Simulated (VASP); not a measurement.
# LaB6 (Pm-3m) in VASP: a series of runs, part 2 of 3

VASP 6.6.1. Earlier steps stand in the parts before.

### Step 4. Single point, BLYP+D3(BJ)

This run uses another cell than the first one, of 10.26 Å³/atom.

The input, INCAR:

```
SYSTEM = LaB6
  AGGAC = 1.0
  AGGAX = 1.0
  ALDAC = 0.0
  ALDAX = 1.0
  ALGO = Normal
  EDIFF = 1E-6
  ENCUT = 520
  GGA = B5
  ISIF = 2
  ISMEAR = 0
  IVDW = 12
  LASPH = .True.
  LCHARG = .False.
  LREAL = .False.
  LWAVE = .False.
  NBANDS = 24
  NELM = 60
  PREC = Accurate
  SIGMA = 0.05
  VDW_A1 = 0.4298
  VDW_A2 = 4.2359
  VDW_S6 = 1.0
  VDW_S8 = 2.6996
```

The input, KPOINTS:

```
k-points
0
Gamma
  6 6 6
  0 0 0
```

The input, POSCAR:

```
LaB6
1.0
    4.1569950254      0.0000000000      0.0000000000
    0.0000000000      4.1569950254      0.0000000000
    0.0000000000      0.0000000000      4.1569950254
La B
1 6
Direct
    0.0000000000      0.0000000000      0.0000000000
    0.1997467300      0.5000000000      0.5000000000
    0.8002532700      0.5000000000      0.5000000000
    0.5000000000      0.5000000000      0.1997467300
    0.5000000000      0.5000000000      0.8002532700
    0.5000000000      0.1997467300      0.5000000000
    0.5000000000      0.8002532700      0.5000000000
```

Potentials or basis: VASP PAW PBE potentials, release 64 (La, B).

Started as:

```console
$ cat potpaw_PBE.64/La/POTCAR potpaw_PBE.64/B/POTCAR > POTCAR
$ mpirun -np 1 vasp_std > vasp.out
```

OUTCAR:

```text
SYSTEM = LaB6
   EDIFF = 1E-6
   ENCUT = 520
   GGA = B5
   ISIF = 2
   ISMEAR = 0
   IVDW = 12
   LASPH = .True.
   LREAL = .False.
   NELM = 60
   PREC = Accurate
 IVDW          = 12

 ion  position               nearest neighbor table
   1  0.000  0.000  0.000-
   2  0.200  0.500  0.500-   3 1.66   4 1.77   5 1.77   6 1.77   7 1.77
   3  0.800  0.500  0.500-   2 1.66   4 1.77   5 1.77   6 1.77   7 1.77
   4  0.500  0.500  0.200-   5 1.66   3 1.77   2 1.77   6 1.77   7 1.77
   5  0.500  0.500  0.800-   4 1.66   3 1.77   2 1.77   6 1.77   7 1.77
   6  0.500  0.200  0.500-   7 1.66   3 1.77   4 1.77   5 1.77   2 1.77
   7  0.500  0.800  0.500-   6 1.66   3 1.77   4 1.77   5 1.77   2 1.77

  LATTYP: Found a simple cubic cell.
 ALAT       =     4.1569950254

  Lattice vectors:

 A1 = (   4.1569950254,   0.0000000000,   0.0000000000)
 A2 = (   0.0000000000,   4.1569950254,   0.0000000000)
 A3 = (   0.0000000000,   0.0000000000,   4.1569950254)

Analysis of symmetry for initial positions (statically):
=====================================================================
 Subroutine PRICEL returns:
 Original cell was already a primitive cell.

 Routine SETGRP: Setting up the symmetry group for a
 simple cubic supercell.

 Subroutine GETGRP returns: Found 48 space group operations
 (whereof 48 operations were pure point group operations)
 out of a pool of 48 trial point group operations.

The static configuration has the point symmetry O_h .

Analysis of symmetry for dynamics (positions and initial velocities):
=====================================================================
 Subroutine PRICEL returns:
 Original cell was already a primitive cell.

 Routine SETGRP: Setting up the symmetry group for a
 simple cubic supercell.

 Subroutine GETGRP returns: Found 48 space group operations
 (whereof 48 operations were pure point group operations)
 out of a pool of 48 trial point group operations.

The dynamic configuration has the point symmetry O_h .

 Subroutine INISYM returns: Found 48 space group operations
 (whereof 48 operations are pure point group operations),
 and found     1 'primitive' translations

----------------------------------------------------------------------------------------

                                     Primitive cell

  volume of cell :      71.8354

  direct lattice vectors                    reciprocal lattice vectors
     4.156995025  0.000000000  0.000000000     0.240558383  0.000000000  0.000000000
     0.000000000  4.156995025  0.000000000     0.000000000  0.240558383  0.000000000
     0.000000000  0.000000000  4.156995025     0.000000000  0.000000000  0.240558383

  length of vectors
     4.156995025  4.156995025  4.156995025     0.240558383  0.240558383  0.240558383

  position of ions in fractional coordinates (direct lattice)
     0.000000000  0.000000000  0.000000000
     0.199746730  0.500000000  0.500000000
     0.800253270  0.500000000  0.500000000
     0.500000000  0.500000000  0.199746730
     0.500000000  0.500000000  0.800253270
     0.500000000  0.199746730  0.500000000
     0.500000000  0.800253270  0.500000000

  ion indices of the primitive-cell ions
   primitive index   ion index
                 1           1
                 2           2
                 3           3
                 4           4
                 5           5
[... 34 lines left out ...]
  0.500000  0.000000  0.000000      3.000000
  0.166667  0.166667  0.000000     12.000000
  0.333333  0.166667  0.000000     24.000000
[... 12 lines left out ...]
  0.500000  0.500000  0.333333      6.000000
  0.500000  0.500000  0.500000      1.000000
   k-points           NKPTS =     20   k-points in BZ     NKDIM =     20   number of bands    NBANDS=     24
   number of dos      NEDOS =    301   number of ions     NIONS =      7
   total plane-waves  NPLWV =  32768
   dimension x,y,z NGX =    32 NGY =   32 NGZ =   32
   dimension x,y,z NGXF=    64 NGYF=   64 NGZF=   64
   ions per type =               1   6
   NGX,Y,Z   is equivalent  to a cutoff of  12.80, 12.80, 12.80 a.u.
   NGXF,Y,Z  is equivalent  to a cutoff of  25.59, 25.59, 25.59 a.u.
 SYSTEM =  LaB6
   PREC   = accura    normal or accurate (medium, high low for compatibility)
   ISTART =      0    job   : 0-new  1-cont  2-samecut
   ICHARG =      2    charge: 1-file 2-atom 10-const
   ISPIN  =      1    spin polarized calculation?
   LNONCOLLINEAR =      F non collinear calculations
   LSORBIT =      F    spin-orbit coupling
   LASPH  =      T    aspherical Exc in radial PAW
   ENCUT  =  520.0 eV  38.22 Ry    6.18 a.u.   7.73  7.73  7.73*2*pi/ulx,y,z
   NELM   =     60;   NELMIN=  2; NELMDL= -5     # of ELM steps
   EDIFF  = 0.1E-05   stopping-criterion for ELM
   LREAL  =      F    real-space projection
   EDIFFG = 0.1E-04   stopping-criterion for IOM
   NSW    =      0    number of steps for IOM
   IBRION =     -1    ionic relax: 0-MD 1-quasi-New 2-CG
   NFREE  =      0    steps in history (QN), initial steepest desc. (CG)
   ISIF   =      2    stress and relaxation
   ISYM   =      2    0-nonsym 1-usesym 2-fastsym
   POTIM  = 0.5000    time-step for ionic-motion
   TEBEG  =    0.0;   TEEND  =   0.0 temperature during run
   PSTRESS=    0.0 pullay stress
   NELECT =      29.0000    total number of electrons
   NUPDOWN=      -1.0000    fix difference up-down
   EMIN   =  10.00;   EMAX   =-10.00  energy-range for DOS
   EFERMI =   0.00;   METHOD = LEGACY
   ISMEAR =     0;   SIGMA  =   0.05  broadening in eV -4-tet -1-fermi 0-gaus
   EFERMI_NEDOS =   21; number of points for ismear=-14 and -15
   IALGO  =     38    algorithm
   IMIX   =      4    mixing-type and parameters
     AMIX     =   0.40;   BMIX     =  1.00
     AMIX_MAG =   1.60;   BMIX_MAG =  1.00
  volume/ion in A,a.u.               =      10.26        69.25
  Fermi-wavevector in a.u.,A,eV,Ry     =   1.209933  2.286442 19.918084  1.463938
  Thomas-Fermi vector in A             =   2.345495
   LORBIT       =      0    0 simple, 1 ext, 2 COOP (PROOUT), +10 PAW based schemes
   GGA     = B5    functional components
   LHFCALC =     F    Hartree Fock is set to
   AEXX    =    0.0000 exact exchange contribution
   IVDW    =    12    specifies the selected vdW correction
   LEPSILON=     F    determine dielectric tensor
   LRPA    =     F    only Hartree local field effects (RPA)
 non-spin polarized calculation
 Gauss-broadening in eV      SIGMA  =   0.05
  energy-cutoff  :      520.00
  volume of cell :       71.84
 maximum number of plane-waves:      1956
 NGX is ok and might be reduce to    32
   NGX = 15   NGY = 15   NGZ = 15

 number of electron      29.0000003 magnetization

 Free energy of the ion-electron system (eV)
  ---------------------------------------------------
  ext. energy  EPLUGINS =         0.00000000
  ---------------------------------------------------
  free energy    TOTEN  =       -44.20675261 eV

  energy without entropy =      -44.20456029  energy(sigma->0) =      -44.20565645

 E-fermi :   9.1274     XC(G=0): -10.5951

 val. band max:        9.1144073719   @ k =   0.5000   0.3333   0.0000
 cond. band min:       9.1714484987   @ k =   0.1667   0.1667   0.0000
 fundamental gap:      0.0570411268
 Fermi energy:         9.1273958136

 k-point     1 :       0.0000    0.0000    0.0000
  band No.  band energies     occupation
      1     -24.1334      2.00000
      2      -7.8325      2.00000
      3      -7.8325      2.00000
      4      -7.8325      2.00000
      5      -6.3341      2.00000
      6       1.2379      2.00000
[... 529 lines left out ...]
     23      13.3117      0.00000
     24      13.4615      0.00000

------------------------ aborting loop because EDIFF is reached ----------------------------------------

 Edisp (eV)   -4.05746

 E8    (eV) :    -2.9323

  FORCE on cell =-STRESS in cart. coord.  units (eV):
  Direction    XX          YY          ZZ          XY          YZ          ZX
  --------------------------------------------------------------------------------------
  -------------------------------------------------------------------------------------
  Total      -2.28366    -2.28366    -2.28366     0.00000    -0.00000    -0.00000
  in kB     -50.93358   -50.93358   -50.93358     0.00000    -0.00000    -0.00000
  external pressure =      -50.93 kB  Pullay stress =        0.00 kB

 VOLUME and BASIS-vectors are now :
 -----------------------------------------------------------------------------
  energy-cutoff  :      520.00
  volume of cell :       71.84
      direct lattice vectors                 reciprocal lattice vectors
     4.156995025  0.000000000  0.000000000     0.240558383  0.000000000  0.000000000
     0.000000000  4.156995025  0.000000000     0.000000000  0.240558383  0.000000000
     0.000000000  0.000000000  4.156995025     0.000000000  0.000000000  0.240558383

 POSITION                                       TOTAL-FORCE (eV/Angst)
 -----------------------------------------------------------------------------------
      0.00000      0.00000      0.00000        -0.000000     -0.000000      0.000000
      0.83035      2.07850      2.07850        -0.013453     -0.000000      0.000000
      3.32665      2.07850      2.07850         0.013453     -0.000000     -0.000000
      2.07850      2.07850      0.83035        -0.000000     -0.000000     -0.013453
      2.07850      2.07850      3.32665        -0.000000     -0.000000      0.013453
      2.07850      0.83035      2.07850        -0.000000     -0.013453      0.000000
      2.07850      3.32665      2.07850        -0.000000      0.013453     -0.000000
 -----------------------------------------------------------------------------------
    total drift:                                0.000000     -0.000000     -0.000000

  FREE ENERGIE OF THE ION-ELECTRON SYSTEM (eV)
  ---------------------------------------------------
  free  energy   TOTEN  =       -48.2642161543 eV

  energy  without entropy=      -48.2620238365  energy(sigma->0) =      -48.26312000
```

Wall time 48 s (1 thread of Intel Xeon 6975P-C (Granite Rapids), shared host); peak memory 0.19 GiB.

What came out:

| Quantity | Value |
| --- | --- |
| Free energy | -48.2642 eV |
| Pressure | -5.1 GPa |
| Largest force | 0.013 eV/Å |
| Band gap on the k mesh | zero (an odd number of electrons rules out a gap without spin polarisation) |
| Dispersion energy per atom | -0.580 eV |

Forces on the atoms (eV/Å):
```
La   0.000  0.000  0.000
B   -0.013  0.000  0.000
B    0.013  0.000  0.000
B    0.000  0.000 -0.013
B    0.000  0.000  0.013
B    0.000 -0.013  0.000
B    0.000  0.013  0.000
```

Caveat: the cell stands under tension; the PAW data sets were made with another functional, which shifts forces and pressure a little; spin-orbit coupling is left out, which moves the levels of the heavy elements.

[end of part 2 of 3]
